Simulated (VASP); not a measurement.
Here is a VASP 6.6.1 calculation.

INCAR

```
  PREC = Accurate
  ENCUT = 520
  EDIFF = 1E-6
  ISMEAR = 0
  SIGMA = 0.1
  LREAL = False
  LASPH = True
  NELM = 60
  ALGO = Normal
  ISIF = 2
  LWAVE = False
  LCHARG = True
  LELF = True
  LVHAR = True
  NBANDS = 17
```

The input KPOINTS:

```
regular mesh
0
Gamma
  3 3 2
```

The input POSCAR:

```
PbS
1.0
    4.0669815432     -0.0207636506     -0.0676359145
   -2.0514726205      3.6950282980      0.0659630923
   -0.0626491636      0.0343813189      3.8209402384
Pb S
1 1
Direct
    0.0000000000      0.0000000000      0.0000000000
    0.6666666667      0.3333333333      0.5000000000
```

Potentials or basis: VASP PAW LDA potentials, release 64 (Pb_d, S).

Launch:

```bash
$ cat potpaw_LDA.64/Pb_d/POTCAR potpaw_LDA.64/S/POTCAR > POTCAR
$ mpirun -np 1 vasp_std > vasp.out
```

Predict the largest force.

0.107 eV/Å.

Predict the band gap on the k mesh.

zero (band 10 reaches 4.44 eV, above the bottom of band 11 at 4.20 eV).

Estimate the pressure.

-8.1 GPa.

Forces in eV/Å, atoms in the order of the input:
```
Pb   0.031  0.103  0.004
S   -0.031 -0.103 -0.004
```

Caveat: the k points lie up to 0.82 Å⁻¹ apart; spin-orbit coupling is left out, which moves the levels of the heavy elements.
